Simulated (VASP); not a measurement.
# InAs (F-43m) in VASP: further runs

The runs below take InAs through single point, relaxation of cell and atoms, with PBEsol.

Everything below comes from runs of VASP 6.6.1. Logs are shortened: lines on timing, memory, paths and dates and some standing lists are left out, and cuts for length are marked.

### Step 1. The cell of the first run

The structure is cubic, space group F-43m (No. 216). Conventional cell: a = 6.088 Å, b = 6.088 Å, c = 6.088 Å, α = 90.00°, β = 90.00°, γ = 90.00°. Within 3.5 Å of In (site symmetry -43m) lie 4 As at 2.64 Å. Within 3.5 Å of As (site symmetry -43m) lie 4 In at 2.64 Å.

### Step 2. Single point, PBEsol

INCAR reads:

```
SYSTEM = InAs
PREC = Accurate ; ENCUT = 500
EDIFF = 1E-6 ; ISMEAR = -1
SIGMA = 0.08 ; LREAL = .FALSE.
LASPH = .TRUE. ; NELM = 120
ALGO = Normal ; ISIF = 2
LWAVE = .FALSE. ; LCHARG = .FALSE.
GGA = PS ; NBANDS = 16
GGA_COMPAT = .FALSE.
```

KPOINTS reads:

```
Automatic mesh
0
G
  12 12 12
  0 0 0
```

POSCAR reads:

```
InAs
1.0
    3.0438993119      3.0438993119      0.0000000000
   -3.0438993119      3.0438993119      0.0000000000
    0.0000000000      3.0438993119      3.0438993119
In As
1 1
Direct
    0.0000000000      0.0000000000      0.0000000000
    0.7500000000      0.2500000000      0.5000000000
```

Potentials or basis: VASP PAW PBE potentials, release 64 (In_d, As).

The run is started by

```bash
cat potpaw_PBE.64/In_d/POTCAR potpaw_PBE.64/As/POTCAR > POTCAR
mpirun -np 1 vasp_std > vasp.out
```

OUTCAR:

```text
SYSTEM = InAs
   PREC = Accurate
   ENCUT = 500
   EDIFF = 1E-6
   ISMEAR = -1
   LREAL = .FALSE.
   LASPH = .TRUE.
   NELM = 120
   ISIF = 2
   GGA = PS

 ion  position               nearest neighbor table
   1  0.000  0.000  0.000-   2 2.64   2 2.64   2 2.64   2 2.64
   2  0.750  0.250  0.500-   1 2.64   1 2.64   1 2.64   1 2.64

  LATTYP: Found a face centered cubic cell.
 ALAT       =     6.0877986238

  Lattice vectors:

 A1 = (   0.0000000000,   3.0438993119,   3.0438993119)
 A2 = (   3.0438993119,   0.0000000000,   3.0438993119)
 A3 = (   3.0438993119,   3.0438993119,   0.0000000000)

Analysis of symmetry for initial positions (statically):
=====================================================================
 Subroutine PRICEL returns:
 Original cell was already a primitive cell.

 Routine SETGRP: Setting up the symmetry group for a
 face centered cubic supercell.

 Subroutine GETGRP returns: Found 24 space group operations
 (whereof 24 operations were pure point group operations)
 out of a pool of 48 trial point group operations.

The static configuration has the point symmetry T_d .

Analysis of symmetry for dynamics (positions and initial velocities):
=====================================================================
 Subroutine PRICEL returns:
 Original cell was already a primitive cell.

 Routine SETGRP: Setting up the symmetry group for a
 face centered cubic supercell.

 Subroutine GETGRP returns: Found 24 space group operations
 (whereof 24 operations were pure point group operations)
 out of a pool of 48 trial point group operations.

The dynamic configuration has the point symmetry T_d .

 Subroutine INISYM returns: Found 24 space group operations
 (whereof 24 operations are pure point group operations),
 and found     1 'primitive' translations

----------------------------------------------------------------------------------------

                                     Primitive cell

  volume of cell :      56.4054

  direct lattice vectors                    reciprocal lattice vectors
     3.043899312  3.043899312  0.000000000     0.164262989  0.164262989 -0.164262989
    -3.043899312  3.043899312  0.000000000    -0.164262989  0.164262989 -0.164262989
     0.000000000  3.043899312  3.043899312     0.000000000  0.000000000  0.328525979

  length of vectors
[... 79 lines left out ...]
   LASPH  =      T    aspherical Exc in radial PAW
   ENCUT  =  500.0 eV  36.75 Ry    6.06 a.u.   7.85  7.85  7.85*2*pi/ulx,y,z
   NELM   =    120;   NELMIN=  2; NELMDL= -5     # of ELM steps
   EDIFF  = 0.1E-05   stopping-criterion for ELM
   LREAL  =      F    real-space projection
   EDIFFG = 0.1E-04   stopping-criterion for IOM
   NSW    =      0    number of steps for IOM
   IBRION =     -1    ionic relax: 0-MD 1-quasi-New 2-CG
   NFREE  =      0    steps in history (QN), initial steepest desc. (CG)
   ISIF   =      2    stress and relaxation
   ISYM   =      2    0-nonsym 1-usesym 2-fastsym
   POTIM  = 0.5000    time-step for ionic-motion
   TEBEG  =    0.0;   TEEND  =   0.0 temperature during run
   PSTRESS=    0.0 pullay stress
   NELECT =      18.0000    total number of electrons
   NUPDOWN=      -1.0000    fix difference up-down
   EMIN   =  10.00;   EMAX   =-10.00  energy-range for DOS
   EFERMI =   0.00;   METHOD = LEGACY
   ISMEAR =    -1;   SIGMA  =   0.08  broadening in eV -4-tet -1-fermi 0-gaus
   EFERMI_NEDOS =   21; number of points for ismear=-14 and -15
   IALGO  =     38    algorithm
   IMIX   =      4    mixing-type and parameters
     AMIX     =   0.40;   BMIX     =  1.00
     AMIX_MAG =   1.60;   BMIX_MAG =  1.00
  volume/ion in A,a.u.               =      28.20       190.32
  Fermi-wavevector in a.u.,A,eV,Ry     =   1.118730  2.114094 17.028472  1.251557
  Thomas-Fermi vector in A             =   2.255364
   LORBIT       =      0    0 simple, 1 ext, 2 COOP (PROOUT), +10 PAW based schemes
   GGA     = PS    functional components
   LHFCALC =     F    Hartree Fock is set to
   AEXX    =    0.0000 exact exchange contribution
   IVDW    =     0    specifies the selected vdW correction
   LEPSILON=     F    determine dielectric tensor
   LRPA    =     F    only Hartree local field effects (RPA)
 non-spin polarized calculation
  energy-cutoff  :      500.00
  volume of cell :       56.41
 maximum number of plane-waves:      1459
   NGX = 15   NGY = 15   NGZ = 15

 number of electron      17.9999992 magnetization

 Free energy of the ion-electron system (eV)
  ---------------------------------------------------
  ext. energy  EPLUGINS =         0.00000000
  ---------------------------------------------------
  free energy    TOTEN  =        -8.49089136 eV

  energy without entropy =       -8.49041911  energy(sigma->0) =       -8.49065524

 E-fermi :   4.3747     XC(G=0):  -9.1968

 val. band max:        4.1704744407   @ k =   0.0000   0.0000   0.0000
 cond. band min:       4.8844522235   @ k =   0.0833   0.0000   0.0000
 fundamental gap:      0.7139777828
 Fermi energy:         4.3747189473

 k-point     1 :       0.0000    0.0000    0.0000
  band No.  band energies     occupation
      1     -10.1206      2.00000
      2     -10.1206      2.00000
      3     -10.1206      2.00000
      4     -10.0009      2.00000
      5     -10.0009      2.00000
      6      -7.5906      2.00000
[... 433 lines left out ...]
      3     -10.0795      2.00000
      4     -10.0096      2.00000
      5      -9.9899      2.00000
      6      -6.3249      2.00000
[... 8 lines left out ...]
     15      14.1094      0.00000
     16      14.8385      0.00000

 [... further k-points ...]

------------------------ aborting loop because EDIFF is reached ----------------------------------------

  FORCE on cell =-STRESS in cart. coord.  units (eV):
  Direction    XX          YY          ZZ          XY          YZ          ZX
  --------------------------------------------------------------------------------------
  -------------------------------------------------------------------------------------
  Total        0.0235102      0.0235102      0.0235102      0.0000000      0.0000000     -0.0000000
  in kB        0.6678005      0.6678005      0.6678005      0.0000000      0.0000000     -0.0000000
  external PRESSURE =       0.6678005 kB  Pullay stress =       0.0000000 kB

 VOLUME and BASIS-vectors are now :
 -----------------------------------------------------------------------------
  energy-cutoff  :      500.00
  volume of cell :       56.41
      direct lattice vectors                 reciprocal lattice vectors
     3.043899312  3.043899312  0.000000000     0.164262989  0.164262989 -0.164262989
    -3.043899312  3.043899312  0.000000000    -0.164262989  0.164262989 -0.164262989
     0.000000000  3.043899312  3.043899312     0.000000000  0.000000000  0.328525979

 POSITION                                       TOTAL-FORCE (eV/Angst)
 -----------------------------------------------------------------------------------
      0.00000      0.00000      0.00000         0.000000      0.000000     -0.000000
      1.52195      4.56585      1.52195        -0.000000     -0.000000      0.000000
 -----------------------------------------------------------------------------------
    total drift:                               -0.000000     -0.000000     -0.000000

  FREE ENERGIE OF THE ION-ELECTRON SYSTEM (eV)
  ---------------------------------------------------
  free  energy   TOTEN  =        -8.4908913632 eV

  energy  without entropy=       -8.4904191068  energy(sigma->0) =       -8.49065524
```

OSZICAR:

```text
N       E                     dE             d eps       ncg     rms          rms(c)
DAV:   1     0.111985692057E+03    0.11199E+03   -0.81194E+03  2320   0.117E+03
DAV:   2    -0.961839124858E+00   -0.11295E+03   -0.10812E+03  2512   0.293E+02
DAV:   3    -0.858275106242E+01   -0.76209E+01   -0.75800E+01  3040   0.757E+01
DAV:   4    -0.877220348850E+01   -0.18945E+00   -0.18940E+00  2840   0.130E+01
DAV:   5    -0.878156032701E+01   -0.93568E-02   -0.93567E-02  3496   0.250E+00    0.433E+00
DAV:   6    -0.852256625854E+01    0.25899E+00   -0.38145E-01  3600   0.111E+01    0.237E+00
DAV:   7    -0.849207040904E+01    0.30496E-01   -0.10245E-01  3248   0.313E+00    0.675E-01
DAV:   8    -0.849056133727E+01    0.15091E-02   -0.12372E-02  2968   0.125E+00    0.194E-01
DAV:   9    -0.849080322335E+01   -0.24189E-03   -0.85598E-04  2848   0.254E-01    0.108E-01
DAV:  10    -0.849087289597E+01   -0.69673E-04   -0.11993E-04  3504   0.155E-01    0.643E-02
DAV:  11    -0.849089149117E+01   -0.18595E-04   -0.47756E-05  2680   0.936E-02    0.434E-02
DAV:  12    -0.849089136319E+01    0.12798E-06   -0.44178E-06  2640   0.206E-02
   1 F= -.84908914E+01 E0= -.84906552E+01  d E =-.472256E-03
```

Wall time 67 s (1 thread of Intel Xeon Platinum 8259CL at 2.50GHz (Skylake/Cascade Lake), shared host); peak memory 0.21 GiB.

Results:

```yaml
Free_energy: -8.4909 eV
Pressure: 0.1 GPa
Band_gap_on_the_k_mesh: zero (filled and empty bands touch)
```

Caveat: semilocal functionals underestimate gaps, and a narrow one can read as zero; the PAW data sets were made with another functional, which shifts forces and pressure a little; spin-orbit coupling is left out, which moves the levels of the heavy elements.

### Step 3. Relaxation of cell and atoms, PBEsol

This run uses another cell than the first one, of 27.49 Å³/atom.

INCAR reads:

```
PREC = Accurate
ENCUT = 500
EDIFF = 1E-7
ISMEAR = -1
SIGMA = 0.08
LREAL = F
LASPH = T
NELM = 120
ALGO = Normal
ISIF = 3
LWAVE = F
LCHARG = F
GGA = PS
IBRION = 2
NSW = 100
EDIFFG = -0.002
GGA_COMPAT = F
NELMIN = 4
```

KPOINTS reads:

```
Automatic mesh
0
Gamma
  12 12 12
```

POSCAR reads:

```
InAs
1.0
    3.0180000000      3.0180000000      0.0000000000
   -3.0180000000      3.0180000000      0.0000000000
    0.0000000000      3.0180000000      3.0180000000
In As
1 1
Direct
    0.0000000000      0.0000000000      0.0000000000
    0.7500000000      0.2500000000      0.5000000000
```

Potentials or basis: VASP PAW PBE potentials, release 64 (In_d, As).

The run is started by

```bash
cat potpaw_PBE.64/In_d/POTCAR potpaw_PBE.64/As/POTCAR > POTCAR
mpirun -np 1 vasp_std > vasp.out
```

Wall time 2.5 min (1 thread of Intel Xeon Platinum 8259CL at 2.50GHz (Skylake/Cascade Lake), shared host); peak memory 0.21 GiB.

It converged, with:

- Free energy: -8.4906 eV
- Relaxed volume: 28.24 Å³/atom
- Relaxed cell: a = 4.307 Å, b = 4.307 Å, c = 4.307 Å, α = 60.00°, β = 60.00°, γ = 90.00°
- Space group after relaxing (to 0.1 Å): F-43m (No. 216)
- Energy gained by relaxing: 3.6 meV/atom
- Ionic steps: 3
- Pressure after relaxing: 0.0 GPa
- Band gap on the k mesh: zero (filled and empty bands touch)

The path:
| step | energy change (eV) | largest force (eV/Å) | pressure (GPa) | volume (Å³) |
| --- | --- | --- | --- | --- |
| 1 | 0.0000 | 0.0000 | 1.60 | 54.98 |
| 2 | -0.0058 | 0.0000 | -0.67 | 57.19 |
| 3 | -0.0073 | 0.0000 | 0.01 | 56.48 |

Final structure:
```
In As
1.0
     3.04518    3.04518    0.00000
    -3.04518    3.04518    0.00000
     0.00000    3.04518    3.04518
In As
1 1
Direct
  0.00000 0.00000 0.00000
  0.75000 0.25000 0.50000
```

Levels at points of the mesh, in eV from the Fermi level:
```csv
k point,band 5,band 6,band 7,band 8,band 9,band 10,band 11,band 12,band 13
"(0.00, 0.00, 0.00)",-14.37,-11.96,-0.59,-0.20,-0.20,-0.20,3.64,3.64,3.64
"(0.50, 0.00, 0.00)",-14.37,-10.54,-5.91,-1.17,-1.17,0.62,4.41,4.41,6.49
"(0.50, 0.50, 0.00)",-14.35,-10.01,-6.00,-2.48,-2.48,1.27,1.77,8.73,8.87
```

Caveat: semilocal functionals underestimate gaps, and a narrow one can read as zero; the PAW data sets were made with another functional, which shifts forces and pressure a little; spin-orbit coupling is left out, which moves the levels of the heavy elements.

The gap in the log of VASP goes by the Fermi energy; the results here count the filled bands.